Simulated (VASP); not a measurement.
# Ag: relaxation of cell and atoms with PBE

Ag:

```xyz
2
Lattice="2.9300 0.0000 0.0000 -1.4650 2.5375 0.0000 0.0000 0.0000 4.7900" Properties=species:S:1:pos:R:3 pbc="T T T"
Ag    0.0000    1.6916    1.1975
Ag    1.4650    0.8458    3.5925
```

```yaml
Program: VASP 6.6.1
Task: relaxation of cell and atoms
Functional: PBE
Potentials_or_basis: VASP PAW PBE potentials, release 64 (Ag)
Cutoff: 600 eV
k_mesh: 18 × 18 × 10
Occupations: gaussian, width 0.1 eV
Spin: no spin polarisation
Dipole_correction: no
Further_INCAR_settings: ALGO = Fast; EDIFF = 1e-06; IBRION = 2; EDIFFG = -0.005; NSW = 100; ISIF = 3
```

| Quantity | Value |
| --- | --- |
| Relaxed volume | 17.85 Å³/atom |
| Relaxed cell | a = 2.933 Å, b = 2.933 Å, c = 4.795 Å, α = 90.00°, β = 90.00°, γ = 120.00° |
| Space group after relaxing (to 0.05 Å) | P6_3/mmc (No. 194) |
| Energy gained by relaxing | 0.0 meV/atom |
| Ionic steps | 3 |
| Pressure after relaxing | 0.0 GPa |
| Band gap on the k mesh | zero (band 11 reaches 11.79 eV, above the bottom of band 12 at 4.43 eV) |

Final structure:
```
Ag
1.0
     2.93254    0.00000    0.00000
    -1.46627    2.53965    0.00000
     0.00000    0.00000    4.79461
Ag
2
Cartesian
  0.0000 1.6931 1.1987
  1.4663 0.8466 3.5960
```

Levels at points of the mesh, in eV from the Fermi level:
| k point | band 9 | band 10 | band 11 | band 12 | band 13 | band 14 |
| --- | --- | --- | --- | --- | --- | --- |
| (0.00, 0.00, 0.00) | -4.00 | -3.07 | -3.07 | -0.27 | 3.35 | 15.54 |
| (0.50, 0.00, 0.00) | -2.90 | -2.82 | 0.14 | 1.46 | 6.69 | 6.96 |
| (0.00, 0.00, 0.50) | -3.36 | -3.36 | -3.36 | -3.36 | 10.79 | 10.79 |
| (0.50, 0.00, 0.50) | -2.87 | -2.87 | 0.83 | 0.83 | 4.35 | 4.35 |

Wall time 3.1 min on 1 thread of Intel(R) Xeon(R) Platinum 8259CL CPU @ 2.50GHz (Skylake/Cascade Lake), on a shared host, peak memory 0.26 GiB.
